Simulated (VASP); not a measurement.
# C (I4_1/amd) in VASP: notebook

Runs on C. Level: r2SCAN. Tasks: single point.

Program: VASP 6.6.1. These are calculated values, not measurements. Logs are shortened: lines on timing, memory, paths and dates and some standing lists are left out, and cuts for length are marked.

## (1) The cell of the first run

Symmetry: I4_1/amd, No. 141, tetragonal system. The conventional cell has a = 2.320 Å, b = 2.320 Å, c = 3.709 Å, α = 90.00°, β = 90.00°, γ = 90.00°. C (site symmetry -4m2) has 4 C at 1.49 Å within 2.0 Å.

## (2) Single point, r2SCAN (strain -0.080 along x and y, +0.040 along z)

POSCAR

```
C
1.0
    0.0000000000      1.6407280000      1.8547360000
    1.6407280000      0.0000000000      1.8547360000
    1.6407280000      1.6407280000      0.0000000000
C
2
Direct
    0.5000000000      0.5000000000      0.5000000000
    0.7500000000      0.7500000000      0.7500000000
```

INCAR.step1

```
ALGO = Normal
EDIFF = 1E-4
ENCUT = 520
GGA = PE
ISMEAR = 0
LASPH = T
LCHARG = F
LREAL = F
LWAVE = T
NBANDS = 11
NELM = 80
PREC = Accurate
SIGMA = 0.05
```

INCAR.step2

```
ALGO = Normal
EDIFF = 1E-6
ENCUT = 520
ISIF = 2
ISMEAR = 0
ISTART = 1
LASPH = T
LCHARG = F
LMIXTAU = T
LREAL = F
LWAVE = F
METAGGA = R2SCAN
NBANDS = 11
NELM = 80
PREC = Accurate
SIGMA = 0.05
```

KPOINTS

```
k-points
0
Gamma
  12 12 12
```

Potentials or basis: VASP PAW PBE potentials, release 64 (C).

Command:

```console
cat potpaw_PBE.64/C/POTCAR > POTCAR
cp INCAR.step1 INCAR
mpirun -np 1 vasp_std > vasp.out
cp INCAR.step2 INCAR
mpirun -np 1 vasp_std > vasp.out
```

OUTCAR:

```text
EDIFF = 1E-6
   ENCUT = 520
   ISIF = 2
   ISMEAR = 0
   ISTART = 1
   LASPH = T
   LREAL = F
   METAGGA = R2SCAN
   NELM = 80
   PREC = Accurate

 ion  position               nearest neighbor table
   1  0.500  0.500  0.500-   2 1.49   2 1.49   2 1.49   2 1.49
   2  0.750  0.750  0.750-   1 1.49   1 1.49   1 1.49   1 1.49

  LATTYP: Found a body centered tetragonal cell.
 ALAT       =     2.3203397898
 C/A-ratio  =     1.5986762009

  Lattice vectors:

 A1 = (  -1.6407280000,   0.0000000000,   1.8547360000)
 A2 = (   1.6407280000,   0.0000000000,   1.8547360000)
 A3 = (   0.0000000000,   1.6407280000,  -1.8547360000)

Analysis of symmetry for initial positions (statically):
=====================================================================
 Subroutine PRICEL returns:
 Original cell was already a primitive cell.

 Routine SETGRP: Setting up the symmetry group for a
 body centered tetragonal supercell.

 Subroutine GETGRP returns: Found 16 space group operations
 (whereof  8 operations were pure point group operations)
 out of a pool of 16 trial point group operations.

The static configuration has the point symmetry D_2d.
 The point group associated with its full space group is D_4h.

Analysis of symmetry for dynamics (positions and initial velocities):
=====================================================================
 Subroutine PRICEL returns:
 Original cell was already a primitive cell.

 Routine SETGRP: Setting up the symmetry group for a
 body centered tetragonal supercell.

 Subroutine GETGRP returns: Found 16 space group operations
 (whereof  8 operations were pure point group operations)
 out of a pool of 16 trial point group operations.

The dynamic configuration has the point symmetry D_2d.
 The point group associated with its full space group is D_4h.

 Subroutine INISYM returns: Found 16 space group operations
 (whereof  8 operations are pure point group operations),
 and found     1 'primitive' translations

----------------------------------------------------------------------------------------

                                     Primitive cell

  volume of cell :       9.9859

  direct lattice vectors                    reciprocal lattice vectors
     0.000000000  1.640728000  1.854736000    -0.304742773  0.304742773  0.269580145
     1.640728000  0.000000000  1.854736000     0.304742773 -0.304742773  0.269580145
     1.640728000  1.640728000  0.000000000     0.304742773  0.304742773 -0.269580145

  length of vectors
[... 84 lines left out ...]
   EDIFFG = 0.1E-04   stopping-criterion for IOM
   NSW    =      0    number of steps for IOM
   IBRION =     -1    ionic relax: 0-MD 1-quasi-New 2-CG
   NFREE  =      0    steps in history (QN), initial steepest desc. (CG)
   ISIF   =      2    stress and relaxation
   ISYM   =      2    0-nonsym 1-usesym 2-fastsym
   POTIM  = 0.5000    time-step for ionic-motion
   TEBEG  =    0.0;   TEEND  =   0.0 temperature during run
   PSTRESS=    0.0 pullay stress
   NELECT =       8.0000    total number of electrons
   NUPDOWN=      -1.0000    fix difference up-down
   EMIN   =  10.00;   EMAX   =-10.00  energy-range for DOS
   EFERMI =   0.00;   METHOD = LEGACY
   ISMEAR =     0;   SIGMA  =   0.05  broadening in eV -4-tet -1-fermi 0-gaus
   EFERMI_NEDOS =   21; number of points for ismear=-14 and -15
   IALGO  =     38    algorithm
   IMIX   =      4    mixing-type and parameters
     AMIX     =   0.40;   BMIX     =  1.00
     AMIX_MAG =   1.60;   BMIX_MAG =  1.00
  volume/ion in A,a.u.               =       4.99        33.69
  Fermi-wavevector in a.u.,A,eV,Ry     =   1.520465  2.873262 31.454133  2.311814
  Thomas-Fermi vector in A             =   2.629312
   LORBIT       =      0    0 simple, 1 ext, 2 COOP (PROOUT), +10 PAW based schemes
   METAGGA = R2SCAN    functional components
   LHFCALC =     F    Hartree Fock is set to
   AEXX    =    0.0000 exact exchange contribution
   IVDW    =     0    specifies the selected vdW correction
   LEPSILON=     F    determine dielectric tensor
   LRPA    =     F    only Hartree local field effects (RPA)
 non-spin polarized calculation
 Gauss-broadening in eV      SIGMA  =   0.05
  energy-cutoff  :      520.00
  volume of cell :        9.99
 maximum number of plane-waves:       280
   NGX =  9   NGY =  9   NGZ =  9

 number of electron       7.9999998 magnetization

 Free energy of the ion-electron system (eV)
  ---------------------------------------------------
  ext. energy  EPLUGINS =         0.00000000
  ---------------------------------------------------
  free energy    TOTEN  =       -19.00867070 eV

  energy without entropy =      -19.00867070  energy(sigma->0) =      -19.00867070

 E-fermi :  12.7151     XC(G=0): -14.9866

 val. band max:       12.4908615272   @ k =   0.0000   0.0000   0.0000
 cond. band min:      15.4042682035   @ k =   0.4167   0.0000   0.4167
 fundamental gap:      2.9134066763
 Fermi energy:        12.7150688328

 k-point     1 :       0.0000    0.0000    0.0000
  band No.  band energies     occupation
      1     -12.8596      2.00000
      2      10.0680      2.00000
      3      12.4909      2.00000
      4      12.4909      2.00000
      5      17.4640      0.00000
      6      17.4641      0.00000
      7      19.1906      0.00000
      8      28.2031      0.00000
      9      34.1243      0.00000
     10      35.9358      0.00000
     11      37.8735      0.00000
[... 309 lines left out ...]
 k-point    24 :      -0.4167    0.1667    0.0000
  band No.  band energies     occupation
      1      -5.4870      2.00000
      2      -3.1341      2.00000
      3       3.8304      2.00000
      4       8.9168      2.00000
      5      21.0532      0.00000
      6      23.6082      0.00000
      7      24.4703      0.00000
      8      29.8524      0.00000
      9      35.0503      0.00000
     10      38.7839      0.00000
     11      39.4725      0.00000

 [... further k-points ...]
[... 5 lines left out ...]
  --------------------------------------------------------------------------------------
  -------------------------------------------------------------------------------------
  Total        7.6337416      7.6337416     -2.0703087      0.0000000      0.0000000      0.0000000
  in kB     1224.7931851   1224.7931851   -332.1700105      0.0000000      0.0000000      0.0000000
  external PRESSURE =     705.8054532 kB  Pullay stress =       0.0000000 kB

 VOLUME and BASIS-vectors are now :
 -----------------------------------------------------------------------------
  energy-cutoff  :      520.00
  volume of cell :        9.99
      direct lattice vectors                 reciprocal lattice vectors
     0.000000000  1.640728000  1.854736000    -0.304742773  0.304742773  0.269580145
     1.640728000  0.000000000  1.854736000     0.304742773 -0.304742773  0.269580145
     1.640728000  1.640728000  0.000000000     0.304742773  0.304742773 -0.269580145

 POSITION                                       TOTAL-FORCE (eV/Angst)
 -----------------------------------------------------------------------------------
      1.64073      1.64073      1.85474        -0.000000     -0.000000      0.000000
      2.46109      2.46109      2.78210         0.000000      0.000000     -0.000000
 -----------------------------------------------------------------------------------
    total drift:                                0.000000     -0.000000      0.000000

  FREE ENERGIE OF THE ION-ELECTRON SYSTEM (eV)
  ---------------------------------------------------
  free  energy   TOTEN  =       -19.0086706955 eV

  energy  without entropy=      -19.0086706955  energy(sigma->0) =      -19.00867070
```

OUTCAR.step1:

```text
EDIFF = 1E-4
   ENCUT = 520
   GGA = PE
   ISMEAR = 0
   LASPH = T
[... 559 lines left out ...]
 -----------------------------------------------------------------------------------
      1.64073      1.64073      1.85474         0.000000      0.000000      0.000000
      2.46109      2.46109      2.78210        -0.000000     -0.000000     -0.000000
 -----------------------------------------------------------------------------------
    total drift:                                0.000000     -0.000000      0.000000

  FREE ENERGIE OF THE ION-ELECTRON SYSTEM (eV)
  ---------------------------------------------------
  free  energy   TOTEN  =       -17.5300772641 eV

  energy  without entropy=      -17.5300772641  energy(sigma->0) =      -17.53007726
```

It took 33 s on 1 thread of Intel Xeon Platinum 8488C (Sapphire Rapids), shared host; peak memory 0.12 GiB.

What came out:

```
Free energy            : -19.0087 eV
Pressure               : 70.6 GPa
Band gap on the k mesh : 2.91 eV, indirect (least direct gap 4.97 eV)
```

Stress tensor (GPa, compression positive):
```
122.48   0.00   0.00
  0.00 122.48   0.00
  0.00   0.00 -33.22
```

Caveat: the cell differs from its parent crystal (strain -0.080 along x and y, +0.040 along z); the PAW data sets were made with another functional, which shifts forces and pressure a little. A k mesh can miss the band edges.

## (3) Single point, r2SCAN (strain -0.080 along x and y, +0.080 along z)

POSCAR

```
C
1.0
    0.0000000000      1.6407280000      1.9260720000
    1.6407280000      0.0000000000      1.9260720000
    1.6407280000      1.6407280000      0.0000000000
C
2
Direct
    0.5000000000      0.5000000000      0.5000000000
    0.7500000000      0.7500000000      0.7500000000
```

INCAR.step1

```
SYSTEM = C
PREC     = Accurate       ! precision mode
ENCUT    = 520            ! plane-wave cutoff, eV
ISMEAR   = 0              ! smearing method
SIGMA    = 0.05           ! smearing width, eV
LREAL    = .FALSE.        ! projectors in reciprocal space
LASPH    = .TRUE.         ! aspherical terms in the spheres
NELM     = 100            ! most SCF steps
NBANDS   = 11             ! bands
GGA      = PE             ! functional
ALGO     = Normal         ! electronic algorithm
EDIFF    = 1E-4           ! SCF threshold, eV
LWAVE    = .TRUE.         ! write WAVECAR
LCHARG   = .FALSE.        ! write CHGCAR
```

INCAR.step2

```
SYSTEM = C
PREC     = Accurate       ! precision mode
ENCUT    = 520            ! plane-wave cutoff, eV
EDIFF    = 1E-6           ! SCF threshold, eV
ISMEAR   = 0              ! smearing method
SIGMA    = 0.05           ! smearing width, eV
LREAL    = .FALSE.        ! projectors in reciprocal space
LASPH    = .TRUE.         ! aspherical terms in the spheres
NELM     = 100            ! most SCF steps
ALGO     = Normal         ! electronic algorithm
ISIF     = 2              ! what is computed and relaxed
LWAVE    = .FALSE.        ! write WAVECAR
LCHARG   = .TRUE.         ! write CHGCAR
METAGGA  = R2SCAN         ! meta-GGA
LMIXTAU  = .TRUE.       
LELF     = .TRUE.         ! ELF
LVHAR    = .TRUE.       
NBANDS   = 11             ! bands
ISTART   = 1
```

KPOINTS

```
regular mesh
0
G
  12 12 12
  0 0 0
```

Potentials or basis: VASP PAW PBE potentials, release 64 (C).

Command:

```console
cat potpaw_PBE.64/C/POTCAR > POTCAR
cp INCAR.step1 INCAR
mpirun -np 1 vasp_std > vasp.out
cp INCAR.step2 INCAR
mpirun -np 1 vasp_std > vasp.out
```

OUTCAR:

```text
SYSTEM = C
   PREC = Accurate
   ENCUT = 520
   EDIFF = 1E-6
   ISMEAR = 0
   LREAL = .FALSE.
   LASPH = .TRUE.
   NELM = 100
   ISIF = 2
   METAGGA = R2SCAN
   ISTART = 1

 ion  position               nearest neighbor table
   1  0.500  0.500  0.500-   2 1.51   2 1.51   2 1.51   2 1.51
   2  0.750  0.750  0.750-   1 1.51   1 1.51   1 1.51   1 1.51

  LATTYP: Found a body centered tetragonal cell.
 ALAT       =     2.3203397898
 C/A-ratio  =     1.6601637471

  Lattice vectors:

 A1 = (  -1.6407280000,   0.0000000000,   1.9260720000)
 A2 = (   1.6407280000,   0.0000000000,   1.9260720000)
 A3 = (   0.0000000000,   1.6407280000,  -1.9260720000)

Analysis of symmetry for initial positions (statically):
=====================================================================
 Subroutine PRICEL returns:
 Original cell was already a primitive cell.

 Routine SETGRP: Setting up the symmetry group for a
 body centered tetragonal supercell.

 Subroutine GETGRP returns: Found 16 space group operations
 (whereof  8 operations were pure point group operations)
 out of a pool of 16 trial point group operations.

The static configuration has the point symmetry D_2d.
[... 166 lines left out ...]
 cond. band min:      14.5182469154   @ k =   0.4167   0.0000   0.4167
 fundamental gap:      2.3394375421
 Fermi energy:        12.5166014084

 k-point     1 :       0.0000    0.0000    0.0000
  band No.  band energies     occupation
      1     -12.8715      2.00000
      2       8.9786      2.00000
      3      12.1788      2.00000
      4      12.1788      2.00000
      5      16.7294      0.00000
      6      16.7294      0.00000
      7      18.9419      0.00000
      8      26.1497      0.00000
      9      33.1100      0.00000
     10      33.9030      0.00000
     11      36.0279      0.00000
[... 309 lines left out ...]
 k-point    24 :      -0.4167    0.1667    0.0000
  band No.  band energies     occupation
      1      -5.6993      2.00000
      2      -3.2902      2.00000
      3       3.0893      2.00000
      4       8.9421      2.00000
      5      20.0236      0.00000
      6      22.8197      0.00000
      7      23.6452      0.00000
      8      28.6157      0.00000
      9      34.3525      0.00000
     10      37.6702      0.00000
     11      37.9564      0.00000

 [... further k-points ...]
[... 5 lines left out ...]
  --------------------------------------------------------------------------------------
  -------------------------------------------------------------------------------------
  Total        7.3674301      7.3674301     -5.6845115      0.0000000      0.0000000     -0.0000000
  in kB     1138.2847474   1138.2847474   -878.2699852      0.0000000      0.0000000     -0.0000000
  external PRESSURE =     466.0998365 kB  Pullay stress =       0.0000000 kB

 VOLUME and BASIS-vectors are now :
 -----------------------------------------------------------------------------
  energy-cutoff  :      520.00
  volume of cell :       10.37
      direct lattice vectors                 reciprocal lattice vectors
     0.000000000  1.640728000  1.926072000    -0.304742773  0.304742773  0.259595695
     1.640728000  0.000000000  1.926072000     0.304742773 -0.304742773  0.259595695
     1.640728000  1.640728000  0.000000000     0.304742773  0.304742773 -0.259595695

 POSITION                                       TOTAL-FORCE (eV/Angst)
 -----------------------------------------------------------------------------------
      1.64073      1.64073      1.92607        -0.000000     -0.000000      0.000000
      2.46109      2.46109      2.88911         0.000000      0.000000     -0.000000
 -----------------------------------------------------------------------------------
    total drift:                                0.000000     -0.000000      0.000000

  FREE ENERGIE OF THE ION-ELECTRON SYSTEM (eV)
  ---------------------------------------------------
  free  energy   TOTEN  =       -18.8633093912 eV

  energy  without entropy=      -18.8633093912  energy(sigma->0) =      -18.86330939
```

OUTCAR.step1:

```text
SYSTEM = C
   PREC = Accurate
   ENCUT = 520
   ISMEAR = 0
   LREAL = .FALSE.
[... 561 lines left out ...]
      1.64073      1.64073      1.92607         0.000000     -0.000000      0.000000
      2.46109      2.46109      2.88911         0.000000      0.000000      0.000000
 -----------------------------------------------------------------------------------
    total drift:                                0.000000     -0.000000      0.000000

  FREE ENERGIE OF THE ION-ELECTRON SYSTEM (eV)
  ---------------------------------------------------
  free  energy   TOTEN  =       -17.4091722755 eV

  energy  without entropy=      -17.4091722755  energy(sigma->0) =      -17.40917228
```

OSZICAR.step1:

```text
N       E                     dE             d eps       ncg     rms          rms(c)
DAV:   1     0.188751362607E+01    0.18875E+01   -0.48462E+03  3771   0.705E+02
DAV:   2    -0.178237967425E+02   -0.19711E+02   -0.19029E+02  4657   0.131E+02
DAV:   3    -0.181894242722E+02   -0.36563E+00   -0.36485E+00  4210   0.133E+01
DAV:   4    -0.181899342660E+02   -0.50999E-03   -0.50999E-03  3820   0.616E-01
DAV:   5    -0.181899347911E+02   -0.52516E-06   -0.52519E-06  4063   0.182E-02    0.611E+00
DAV:   6    -0.176039494998E+02    0.58599E+00   -0.30320E-01  3730   0.397E+00    0.365E+00
DAV:   7    -0.174073033953E+02    0.19665E+00   -0.36081E-01  3871   0.438E+00    0.884E-01
DAV:   8    -0.174091501730E+02   -0.18468E-02   -0.93527E-03  3793   0.755E-01    0.454E-02
DAV:   9    -0.174091722755E+02   -0.22102E-04   -0.54209E-05  3136   0.596E-02
   1 F= -.17409172E+02 E0= -.17409172E+02  d E =-.213841E-24
```

It took 37 s on 1 thread of Intel Xeon Platinum 8488C (Sapphire Rapids), shared host; peak memory 0.13 GiB.

What came out:

```
Free energy            : -18.8633 eV
Pressure               : 46.6 GPa
Band gap on the k mesh : 2.34 eV, indirect (least direct gap 4.55 eV)
```

Caveat: the cell differs from its parent crystal (strain -0.080 along x and y, +0.080 along z); the PAW data sets were made with another functional, which shifts forces and pressure a little. A k mesh can miss the band edges.
